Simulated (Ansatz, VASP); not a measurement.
**V in VASP and in Ansatz**

POSCAR

```
V
1.0
   -1.5143500000      1.5143500000      1.5143500000
    1.5143500000     -1.5143500000      1.5143500000
    1.5143500000      1.5143500000     -1.5143500000
V
1
Direct
    0.0000000000      0.0000000000      0.0000000000
```

INCAR.step1

```
SYSTEM = V
PREC = Accurate ; ENCUT = 520
EDIFF = 1E-5 ; ISMEAR = -1
SIGMA = 0.05 ; LREAL = .FALSE.
LASPH = .TRUE. ; NELM = 150
ALGO = Normal ; ISIF = 2
LWAVE = .TRUE. ; LCHARG = .FALSE.
ISPIN = 2 ; MAGMOM = 2
LORBIT = 11 ; LMAXMIX = 4
GGA = PE ; NBANDS = 16
```

Contents of INCAR.step2:

```
SYSTEM = V
PREC = Accurate ; ENCUT = 520
EDIFF = 1E-7 ; ISMEAR = -1
SIGMA = 0.05 ; LREAL = .FALSE.
LASPH = .TRUE. ; NELM = 150
ALGO = Normal ; ISIF = 2
LWAVE = .FALSE. ; LCHARG = .FALSE.
ISPIN = 2 ; MAGMOM = 2
LORBIT = 11 ; LMAXMIX = 4
GGA = PE ; LHFCALC = .TRUE.
AEXX = 0.25 ; HFSCREEN = 0.3
PRECFOCK = Normal ; ISTART = 1
NBANDS = 16
```

File KPOINTS:

```
regular mesh
0
G
  6 6 6
  0 0 0
```

input.yaml

```yaml
crystal:
  lattice:
    - [-1.51435, 1.51435, 1.51435]
    - [1.51435, -1.51435, 1.51435]
    - [1.51435, 1.51435, -1.51435]
  atoms:
    - { symbol: V, position: [0.0, 0.0, 0.0], spin: 2.0 }
hamiltonian:
  xc: { exchange: pbe, correlation: pbe, exx: { coeff: 0.25, omega: 0.3 } }
  pseudopotentials: { kind: paw }
magnetization:
  spin_polarized: true
kpoints:
  mp_grid: { grid: [6, 6, 6] }
  band_path:
    path:
      - [[0.0, 0.0, 0.0], [0.5, -0.5, 0.5], [0.0, 0.0, 0.5], [0.0, 0.0, 0.0], [0.25, 0.25, 0.25], [0.5, -0.5, 0.5]]
      - [[0.25, 0.25, 0.25], [0.0, 0.0, 0.5]]
    npoints: 4
scf:
  occupations: { method: fermi_dirac, width: 0.05 }
  n_extra_bands: 6
output:
  forces: true
  stress: true
  eigenvalues: true
  fatbands: false
```

Alike in both runs: functional PBE-based screened hybrid with a share of 0.25 of exact exchange and HFSCREEN = 0.3; k mesh 6 × 6 × 6; occupations fermi-dirac, width 0.05 eV; collinear spin.

|  | VASP | Ansatz |
| --- | --- | --- |
| version | VASP 6.6.1 | Ansatz 0.2.0 |
| potentials or method | VASP PAW PBE potentials, release 64 (V_sv) | Ansatz PAW |
| plane-wave cutoff (eV) | 520 | 420 |
| valence electrons in the cell | 13 | 13 |
| task | single point | band structure |

VASP gave:

| Item | Value |
| --- | --- |
| gap on the k mesh at the Fermi level (eV) | none |
| pressure (GPa) | -6.9 |
| net moment per atom (μB) | 0.78 |
| size of the moment on the site where the two differ most (μB) | 0.67 |

**Question.** Estimate Ansatz's values.

**Answer.** gap on the k mesh at the Fermi level (eV): none; pressure (GPa): -7.3; net moment per atom (μB): 0.78; size of the moment on the site where the two differ most (μB): 0.64.

VASP's potentials were made for PBE, not for PBE-based screened hybrid. Site moments also hang on the region over which each program counts them. A gap of «none» marks a metal or a gap that the smearing closes. With one functional, cell and mesh, what is left measures potentials, basis and numerics.

The k mesh is coarse, so the values compare programs but aren't converged. Noted on Ansatz's run: the magnetic or orbital state may not be the lowest.
